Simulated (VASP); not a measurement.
# NaI (Fm-3m) in VASP: a series of runs

The runs below take NaI through single point, with r2SCAN.

Everything below comes from runs of VASP 6.6.1. Logs are shortened: lines on timing, memory, paths and dates and some standing lists are left out, and cuts for length are marked.

### Step 1. The cell of the first run

The structure is cubic, space group Fm-3m (No. 225). The conventional cell has a = 6.197 Å, b = 6.197 Å, c = 6.197 Å, α = 90.00°, β = 90.00°, γ = 90.00°. Na (site symmetry m-3m) has 6 I at 3.10 Å within 4.1 Å. I (site symmetry m-3m) has 6 Na at 3.10 Å within 4.1 Å.

### Step 2. Single point, r2SCAN (29.75 Å³/atom)

File POSCAR:

```
NaI
1.0
    0.0000000000      3.0985065780      3.0985065780
    3.0985065780      0.0000000000      3.0985065780
    3.0985065780      3.0985065780      0.0000000000
Na I
1 1
Direct
    0.0000000000      0.0000000000      0.0000000000
    0.5000000000      0.5000000000      0.5000000000
```

File INCAR.step1:

```
SYSTEM = NaI
ALGO = Normal
EDIFF = 1E-4
ENCUT = 520
GGA = PE
ISMEAR = 0
LASPH = .TRUE.
LCHARG = .FALSE.
LREAL = .FALSE.
LWAVE = .TRUE.
NBANDS = 14
NELM = 80
PREC = Accurate
SIGMA = 0.02
```

File INCAR.step2:

```
SYSTEM = NaI
ALGO = Normal
EDIFF = 1E-6
ENCUT = 520
ISIF = 2
ISMEAR = 0
ISTART = 1
LASPH = .TRUE.
LCHARG = .FALSE.
LMIXTAU = .TRUE.
LREAL = .FALSE.
LWAVE = .FALSE.
METAGGA = R2SCAN
NBANDS = 14
NELM = 80
PREC = Accurate
SIGMA = 0.02
```

File KPOINTS:

```
k-points
0
G
  6 6 6
  0 0 0
```

Potentials or basis: VASP PAW PBE potentials, release 64 (Na_pv, I).

Run with:

```sh
cat potpaw_PBE.64/Na_pv/POTCAR potpaw_PBE.64/I/POTCAR > POTCAR
cp INCAR.step1 INCAR
mpirun -np 1 vasp_std > vasp.out
cp INCAR.step2 INCAR
mpirun -np 1 vasp_std > vasp.out
```

OUTCAR:

```text
SYSTEM = NaI
   EDIFF = 1E-6
   ENCUT = 520
   ISIF = 2
   ISMEAR = 0
   ISTART = 1
   LASPH = .TRUE.
   LREAL = .FALSE.
   METAGGA = R2SCAN
   NELM = 80
   PREC = Accurate

 ion  position               nearest neighbor table
   1  0.000  0.000  0.000-   2 3.10   2 3.10   2 3.10   2 3.10   2 3.10   2 3.10
   2  0.500  0.500  0.500-   1 3.10   1 3.10   1 3.10   1 3.10   1 3.10   1 3.10

  LATTYP: Found a face centered cubic cell.
 ALAT       =     6.1970131560

  Lattice vectors:

 A1 = (   0.0000000000,   3.0985065780,   3.0985065780)
 A2 = (   3.0985065780,   0.0000000000,   3.0985065780)
 A3 = (   3.0985065780,   3.0985065780,   0.0000000000)

Analysis of symmetry for initial positions (statically):
=====================================================================
 Subroutine PRICEL returns:
 Original cell was already a primitive cell.

 Routine SETGRP: Setting up the symmetry group for a
 face centered cubic supercell.

 Subroutine GETGRP returns: Found 48 space group operations
 (whereof 48 operations were pure point group operations)
 out of a pool of 48 trial point group operations.

The static configuration has the point symmetry O_h .

Analysis of symmetry for dynamics (positions and initial velocities):
=====================================================================
 Subroutine PRICEL returns:
 Original cell was already a primitive cell.

 Routine SETGRP: Setting up the symmetry group for a
 face centered cubic supercell.

 Subroutine GETGRP returns: Found 48 space group operations
 (whereof 48 operations were pure point group operations)
 out of a pool of 48 trial point group operations.

The dynamic configuration has the point symmetry O_h .

 Subroutine INISYM returns: Found 48 space group operations
 (whereof 48 operations are pure point group operations),
 and found     1 'primitive' translations

----------------------------------------------------------------------------------------

                                     Primitive cell

  volume of cell :      59.4959

  direct lattice vectors                    reciprocal lattice vectors
     0.000000000  3.098506578  3.098506578    -0.161368061  0.161368061  0.161368061
     3.098506578  0.000000000  3.098506578     0.161368061 -0.161368061  0.161368061
     3.098506578  3.098506578  0.000000000     0.161368061  0.161368061 -0.161368061

  length of vectors
     4.381950026  4.381950026  4.381950026     0.279497681  0.279497681  0.279497681

  position of ions in fractional coordinates (direct lattice)
[... 82 lines left out ...]
   NUPDOWN=      -1.0000    fix difference up-down
   EMIN   =  10.00;   EMAX   =-10.00  energy-range for DOS
   EFERMI =   0.00;   METHOD = LEGACY
   ISMEAR =     0;   SIGMA  =   0.02  broadening in eV -4-tet -1-fermi 0-gaus
   EFERMI_NEDOS =   21; number of points for ismear=-14 and -15
   IALGO  =     38    algorithm
   IMIX   =      4    mixing-type and parameters
     AMIX     =   0.40;   BMIX     =  1.00
     AMIX_MAG =   1.60;   BMIX_MAG =  1.00
  volume/ion in A,a.u.               =      29.75       200.75
  Fermi-wavevector in a.u.,A,eV,Ry     =   1.010699  1.909944 13.898516  1.021512
  Thomas-Fermi vector in A             =   2.143704
   LORBIT       =      0    0 simple, 1 ext, 2 COOP (PROOUT), +10 PAW based schemes
   METAGGA = R2SCAN    functional components
   LHFCALC =     F    Hartree Fock is set to
   AEXX    =    0.0000 exact exchange contribution
   IVDW    =     0    specifies the selected vdW correction
   LEPSILON=     F    determine dielectric tensor
   LRPA    =     F    only Hartree local field effects (RPA)
 non-spin polarized calculation
 Gauss-broadening in eV      SIGMA  =   0.02
  energy-cutoff  :      520.00
  volume of cell :       59.50
 maximum number of plane-waves:      1639
 NGX is ok and might be reduce to    36
   NGX = 17   NGY = 17   NGZ = 17

 number of electron      13.9999996 magnetization

 Free energy of the ion-electron system (eV)
  ---------------------------------------------------
  ext. energy  EPLUGINS =         0.00000000
  ---------------------------------------------------
  free energy    TOTEN  =       -31.02735033 eV

  energy without entropy =      -31.02735033  energy(sigma->0) =      -31.02735033

 E-fermi :   1.6279     XC(G=0):  -8.6412

 val. band max:        1.4750271403   @ k =   0.0000   0.0000   0.0000
 cond. band min:       6.3644462130   @ k =   0.0000   0.0000   0.0000
 fundamental gap:      4.8894190727
 Fermi energy:         1.6279318003

 k-point     1 :       0.0000    0.0000    0.0000
  band No.  band energies     occupation
      1     -21.6844      2.00000
      2     -21.6840      2.00000
      3     -21.6840      2.00000
      4     -10.2670      2.00000
      5       1.4750      2.00000
      6       1.4750      2.00000
      7       1.4750      2.00000
      8       6.3644      0.00000
      9       9.9211      0.00000
     10       9.9211      0.00000
     11       9.9211      0.00000
     12      11.9977      0.00000
     13      11.9977      0.00000
     14      12.7009      0.00000
[... 241 lines left out ...]
      1     -21.6902      2.00000
      2     -21.6881      2.00000
      3     -21.6873      2.00000
      4      -9.6518      2.00000
      5      -0.6476      2.00000
      6       0.0540      2.00000
      7       0.3482      2.00000
      8       7.7773      0.00000
      9       8.4238      0.00000
     10      11.1229      0.00000
     11      11.2832      0.00000
     12      14.9016      0.00000
     13      15.5815      0.00000
     14      15.6807      0.00000

------------------------ aborting loop because EDIFF is reached ----------------------------------------

  FORCE on cell =-STRESS in cart. coord.  units (eV):
  Direction    XX          YY          ZZ          XY          YZ          ZX
  --------------------------------------------------------------------------------------
  -------------------------------------------------------------------------------------
  Total        1.0249982      1.0249982      1.0249982      0.0000000     -0.0000000      0.0000000
  in kB       27.6023721     27.6023721     27.6023721      0.0000000     -0.0000000      0.0000000
  external PRESSURE =      27.6023721 kB  Pullay stress =       0.0000000 kB

 VOLUME and BASIS-vectors are now :
 -----------------------------------------------------------------------------
  energy-cutoff  :      520.00
  volume of cell :       59.50
      direct lattice vectors                 reciprocal lattice vectors
     0.000000000  3.098506578  3.098506578    -0.161368061  0.161368061  0.161368061
     3.098506578  0.000000000  3.098506578     0.161368061 -0.161368061  0.161368061
     3.098506578  3.098506578  0.000000000     0.161368061  0.161368061 -0.161368061

 POSITION                                       TOTAL-FORCE (eV/Angst)
 -----------------------------------------------------------------------------------
      0.00000      0.00000      0.00000        -0.000000     -0.000000     -0.000000
      3.09851      3.09851      3.09851         0.000000      0.000000      0.000000
 -----------------------------------------------------------------------------------
    total drift:                                0.000000      0.000000      0.000000

  FREE ENERGIE OF THE ION-ELECTRON SYSTEM (eV)
  ---------------------------------------------------
  free  energy   TOTEN  =       -31.0273503279 eV

  energy  without entropy=      -31.0273503279  energy(sigma->0) =      -31.02735033
```

OSZICAR.step1:

```text
N       E                     dE             d eps       ncg     rms          rms(c)
DAV:   1     0.846448045133E+02    0.84645E+02   -0.67608E+03   448   0.936E+02
DAV:   2     0.711646439495E+00   -0.83933E+02   -0.77686E+02   484   0.237E+02
DAV:   3    -0.521228216208E+01   -0.59239E+01   -0.58950E+01   574   0.609E+01
DAV:   4    -0.534380027175E+01   -0.13152E+00   -0.13149E+00   546   0.910E+00
DAV:   5    -0.534742469429E+01   -0.36244E-02   -0.36243E-02   612   0.145E+00    0.180E+00
DAV:   6    -0.529829250015E+01    0.49132E-01   -0.54386E-02   556   0.142E+00    0.122E+00
DAV:   7    -0.529120903826E+01    0.70835E-02   -0.55367E-02   556   0.129E+00    0.606E-01
DAV:   8    -0.529268087967E+01   -0.14718E-02   -0.40461E-03   526   0.525E-01    0.171E-01
DAV:   9    -0.529265164368E+01    0.29236E-04   -0.19749E-04   538   0.129E-01
   1 F= -.52926516E+01 E0= -.52926516E+01  d E =-.429445E-31
```

It took 68 s on 1 thread of Intel Xeon 8259CL, shared host; peak memory 0.21 GiB.

Results:

```yaml
Free_energy: -31.0274 eV
Pressure: 2.8 GPa
Band_gap_on_the_k_mesh: 4.89 eV
```

Levels at points of the mesh, in eV from the valence-band top:
```tsv
k point	band 5	band 6	band 7	band 8	band 9	band 10
(0.00, 0.00, 0.00)	0.00	0.00	0.00	4.89	8.45	8.45
(0.50, 0.00, 0.00)	-2.70	-0.39	-0.39	5.73	8.17	8.17
(0.50, 0.50, 0.00)	-2.41	-0.96	-0.96	5.31	5.75	11.67
```

Caveat: the PAW data sets were made with another functional, which shifts forces and pressure a little; spin-orbit coupling is left out, which moves the levels of the heavy elements. A k mesh can miss the band edges.

### Step 3. Single point, r2SCAN (30.76 Å³/atom)

This run uses another cell than the first one, of 30.76 Å³/atom.

File POSCAR:

```
NaI
1.0
    0.0000000000      3.1333241729      3.1333241729
    3.1333241729      0.0000000000      3.1333241729
    3.1333241729      3.1333241729      0.0000000000
Na I
1 1
Direct
    0.0000000000      0.0000000000      0.0000000000
    0.5000000000      0.5000000000      0.5000000000
```

File INCAR.step1:

```
  ALGO = Normal
  EDIFF = 1E-4
  ENCUT = 520
  GGA = PE
  ISMEAR = 0
  LASPH = True
  LCHARG = False
  LREAL = False
  LWAVE = True
  NBANDS = 14
  NELM = 60
  PREC = Accurate
  SIGMA = 0.02
```

File INCAR.step2:

```
  ALGO = Normal
  EDIFF = 1E-7
  ENCUT = 520
  ISIF = 2
  ISMEAR = 0
  ISTART = 1
  LASPH = True
  LCHARG = True
  LELF = True
  LMIXTAU = True
  LREAL = False
  LVHAR = True
  LWAVE = False
  METAGGA = R2SCAN
  NBANDS = 14
  NELM = 60
  PREC = Accurate
  SIGMA = 0.02
```

File KPOINTS:

```
k-points
0
Gamma
  6 6 6
```

Potentials or basis: VASP PAW PBE potentials, release 64 (Na_pv, I).

Run with:

```sh
cat potpaw_PBE.64/Na_pv/POTCAR potpaw_PBE.64/I/POTCAR > POTCAR
cp INCAR.step1 INCAR
mpirun -np 1 vasp_std > vasp.out
cp INCAR.step2 INCAR
mpirun -np 1 vasp_std > vasp.out
```

Wall time 2 min (1 thread of Intel Xeon 8259CL, shared host); peak memory 0.22 GiB.

The run converged. Its results:

* Free energy: -31.0566 eV
* Pressure: 1.9 GPa
* Band gap on the k mesh: 4.76 eV

Levels at points of the mesh, in eV from the valence-band top:
| k point | band 5 | band 6 | band 7 | band 8 | band 9 | band 10 |
| --- | --- | --- | --- | --- | --- | --- |
| (0.00, 0.00, 0.00) | 0.00 | 0.00 | 0.00 | 4.76 | 8.46 | 8.46 |
| (0.50, 0.00, 0.00) | -2.56 | -0.37 | -0.37 | 5.73 | 8.14 | 8.14 |
| (0.50, 0.50, 0.00) | -2.28 | -0.90 | -0.90 | 5.29 | 5.83 | 11.42 |

Caveat: the PAW data sets were made with another functional, which shifts forces and pressure a little; spin-orbit coupling is left out, which moves the levels of the heavy elements. r2SCAN opens gaps a little over a GGA but as a rule still falls short of measured ones.

### Step 4. Single point, r2SCAN (31.78 Å³/atom)

This run uses another cell than the first one, of 31.78 Å³/atom.

File POSCAR:

```
NaI
1.0
    0.0000000000      3.1673847128      3.1673847128
    3.1673847128      0.0000000000      3.1673847128
    3.1673847128      3.1673847128      0.0000000000
Na I
1 1
Direct
    0.0000000000      0.0000000000      0.0000000000
    0.5000000000      0.5000000000      0.5000000000
```

File INCAR.step1:

```
SYSTEM = NaI
  PREC = Accurate
  ENCUT = 520
  ISMEAR = 0
  SIGMA = 0.02
  LREAL = .False.
  LASPH = .True.
  NELM = 60
  NBANDS = 14
  GGA = PE
  ALGO = Normal
  EDIFF = 1E-4
  LWAVE = .True.
  LCHARG = .False.
```

File INCAR.step2:

```
SYSTEM = NaI
  PREC = Accurate
  ENCUT = 520
  EDIFF = 1E-6
  ISMEAR = 0
  SIGMA = 0.02
  LREAL = .False.
  LASPH = .True.
  NELM = 60
  ALGO = Normal
  ISIF = 2
  LWAVE = .False.
  LCHARG = .False.
  METAGGA = R2SCAN
  LMIXTAU = .True.
  NBANDS = 14
  ISTART = 1
```

File KPOINTS:

```
regular mesh
0
Gamma
  6 6 6
  0 0 0
```

Run with:

```sh
cat potpaw_PBE.64/Na_pv/POTCAR potpaw_PBE.64/I/POTCAR > POTCAR
cp INCAR.step1 INCAR
mpirun -np 1 vasp_std > vasp.out
cp INCAR.step2 INCAR
mpirun -np 1 vasp_std > vasp.out
```

Wall time 1.7 min (1 thread of Intel Xeon 8259CL, shared host); peak memory 0.21 GiB.

It converged, with:

| Quantity | Value |
| --- | --- |
| Free energy | -31.0750 eV |
| Pressure | 1.1 GPa |
| Band gap on the k mesh | 4.65 eV |

Levels at points of the mesh, in eV from the valence-band top:
| k point | band 4 | band 5 | band 6 | band 7 | band 8 | band 9 | band 10 | band 11 |
| --- | --- | --- | --- | --- | --- | --- | --- | --- |
| (0.00, 0.00, 0.00) | -11.53 | 0.00 | 0.00 | 0.00 | 4.65 | 8.47 | 8.47 | 8.47 |
| (0.50, 0.00, 0.00) | -11.13 | -2.43 | -0.34 | -0.34 | 5.72 | 8.12 | 8.12 | 10.29 |
| (0.50, 0.50, 0.00) | -11.03 | -2.16 | -0.85 | -0.85 | 5.27 | 5.90 | 11.18 | 12.38 |

Caveat: the PAW data sets were made with another functional, which shifts forces and pressure a little; spin-orbit coupling is left out, which moves the levels of the heavy elements. r2SCAN opens gaps a little over a GGA but as a rule still falls short of measured ones.

### Step 5. Single point, r2SCAN (32.79 Å³/atom)

This run uses another cell than the first one, of 32.79 Å³/atom.

File POSCAR:

```
NaI
1.0
    0.0000000000      3.2007280548      3.2007280548
    3.2007280548      0.0000000000      3.2007280548
    3.2007280548      3.2007280548      0.0000000000
Na I
1 1
Direct
    0.0000000000      0.0000000000      0.0000000000
    0.5000000000      0.5000000000      0.5000000000
```

File INCAR.step1:

```
SYSTEM = NaI
PREC = Accurate ; ENCUT = 520
ISMEAR = 0 ; SIGMA = 0.02
LREAL = .False. ; LASPH = .True.
NELM = 80 ; NBANDS = 14
GGA = PE ; ALGO = Normal
EDIFF = 1E-4 ; LWAVE = .True.
LCHARG = .False.
```

File INCAR.step2:

```
SYSTEM = NaI
PREC = Accurate ; ENCUT = 520
EDIFF = 1E-6 ; ISMEAR = 0
SIGMA = 0.02 ; LREAL = .False.
LASPH = .True. ; NELM = 80
ALGO = Normal ; ISIF = 2
LWAVE = .False. ; LCHARG = .False.
METAGGA = R2SCAN ; LMIXTAU = .True.
NBANDS = 14 ; ISTART = 1
```

KPOINTS is that of step 4.

Run with:

```sh
cat potpaw_PBE.64/Na_pv/POTCAR potpaw_PBE.64/I/POTCAR > POTCAR
cp INCAR.step1 INCAR
mpirun -np 1 vasp_std > vasp.out
cp INCAR.step2 INCAR
mpirun -np 1 vasp_std > vasp.out
```

It took 1.7 min on 1 thread of Intel Xeon 8259CL, shared host; peak memory 0.21 GiB.

It converged, with:

```
Free energy            : -31.0840 eV
Pressure               : 0.4 GPa
Band gap on the k mesh : 4.54 eV
```

Levels at points of the mesh, in eV from the valence-band top:
| k point | band 3 | band 4 | band 5 | band 6 | band 7 | band 8 | band 9 | band 10 | band 11 | band 12 |
| --- | --- | --- | --- | --- | --- | --- | --- | --- | --- | --- |
| (0.00, 0.00, 0.00) | -23.22 | -11.44 | 0.00 | 0.00 | 0.00 | 4.54 | 8.47 | 8.47 | 8.47 | 10.38 |
| (0.50, 0.00, 0.00) | -23.22 | -11.07 | -2.31 | -0.32 | -0.32 | 5.71 | 8.10 | 8.10 | 10.04 | 11.15 |
| (0.50, 0.50, 0.00) | -23.22 | -10.98 | -2.05 | -0.81 | -0.81 | 5.25 | 5.96 | 10.96 | 12.28 | 12.51 |

Caveat: the PAW data sets were made with another functional, which shifts forces and pressure a little; spin-orbit coupling is left out, which moves the levels of the heavy elements.

### Step 6. Overview

| cell | gap on the mesh (eV) | pressure (GPa) |
| --- | --- | --- |
| a = 4.382 Å, angles 60.0°, 2 atoms | 4.89 | 2.8 |
| a = 4.431 Å, angles 60.0°, 2 atoms | 4.76 | 1.9 |
| a = 4.479 Å, angles 60.0°, 2 atoms | 4.65 | 1.1 |
| a = 4.527 Å, angles 60.0°, 2 atoms | 4.54 | 0.4 |

Alike in all rows: task single point; level r2SCAN; potentials or basis VASP PAW PBE potentials, release 64 (Na_pv, I); no spin polarisation; k mesh 6 × 6 × 6; cutoff (eV) 520; smearing gaussian 0.02 eV.

Caveats: the PAW data sets were made with another functional, which shifts forces and pressure a little; spin-orbit coupling is left out, which moves the levels of the heavy elements.

Absolute energies hang on the potentials; compare differences alone.
